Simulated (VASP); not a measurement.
Here is a VASP 6.6.1 calculation.

The input INCAR:

```
  ALGO = Normal
  EDIFF = 1E-6
  ENCUT = 520
  GGA = PS
  ISIF = 2
  ISMEAR = -1
  LASPH = T
  LCHARG = F
  LREAL = F
  LWAVE = F
  NBANDS = 12
  NELM = 80
  PREC = Accurate
  SIGMA = 0.1
```

KPOINTS

```
k-points
0
Gamma
  7 7 10
```

The input POSCAR:

```
Li
1.0
    4.9287205047      0.0000000000      0.0000000000
   -2.4643602523      4.2683971652      0.0000000000
    0.0000000000      0.0000000000      2.8844475853
Li
3
Direct
    0.0000000000      1.0000000000      0.0000000000
    0.3333333333      0.6666666667      0.5000000000
    0.6666666667      0.3333333333      0.5000000000
```

Potentials or basis: VASP PAW PBE potentials, release 64 (Li_sv).

Launch:

```sh
$ cat potpaw_PBE.64/Li_sv/POTCAR > POTCAR
$ mpirun -np 1 vasp_std > vasp.out
```

(1) What does it give for the band gap on the k mesh?

Answers

(1) zero (an odd number of electrons rules out a gap without spin polarisation).
